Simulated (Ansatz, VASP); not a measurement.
## One calculation of C, two programs

File INCAR:

```
SYSTEM = C
  ALGO = Normal
  EDIFF = 1E-8
  ENCUT = 520
  GGA = CA
  ISIF = 2
  ISMEAR = -1
  LASPH = .True.
  LCHARG = .False.
  LEFG = .True.
  LREAL = .False.
  LWAVE = .False.
  NBANDS = 11
  NELM = 100
  PREC = Accurate
  SIGMA = 0.03
```

The input KPOINTS:

```
k-points
0
Gamma
  16 16 16
  0 0 0
```

POSCAR

```
C
1.0
    0.0000000000      1.7477320000      1.7834000000
    1.7477320000      0.0000000000      1.7834000000
    1.7477320000      1.7477320000      0.0000000000
C
2
Direct
    0.5000000000      0.5000000000      0.5000000000
    0.7500000000      0.7500000000      0.7500000000
```

Input for Ansatz:

```yaml
crystal:
  lattice:
    - [0.0, 1.747732, 1.7834]
    - [1.747732, 0.0, 1.7834]
    - [1.747732, 1.747732, 0.0]
  atoms:
    - { symbol: C, position: [0.5, 0.5, 0.5] }
    - { symbol: C, position: [0.75, 0.75, 0.75] }
kpoints:
  mp_grid: { grid: [16, 16, 16] }
scf:
  occupations: { method: fermi_dirac, width: 0.03 }
hamiltonian:
  xc: lda
  pseudopotentials: { kind: paw }
output:
  forces: true
  stress: true
  eigenvalues: true
  efg: { contact_densities: true }
```

Change from the starting cell: equal xx and yy strain of -2 %, PAW files.

Alike in both runs: task electric field gradients; functional LDA; k mesh 16 × 16 × 16; occupations fermi-dirac, width 0.03 eV; no spin polarisation.

```csv
,VASP,Ansatz
version,VASP 6.6.1,Ansatz 0.2.0
potentials or method,"VASP PAW LDA potentials, release 64 (C)","PAW with Ansatz's default frozen-core files, scalar-relativistic"
plane-wave cutoff (eV),520,420
valence electrons in the cell,8,8
```

|  | VASP | Ansatz | Ansatz less VASP |
| --- | --- | --- | --- |
| gap on the k mesh at the Fermi level (eV) | 3.93 | 3.93 | +0.004 |
| pressure (GPa) | 6.8 | 5.1 | -1.69 |
| traceless stress, the component that is largest in VASP (GPa) | -13.27 | -13.30 | -0.028 |
| size of Vzz on the site where it differs most (V/Å²) | 0.8 | 1.1 | +0.23 |

LDA's correlation is that of Perdew and Zunger in VASP and of Perdew and Wang (1992) in Ansatz.
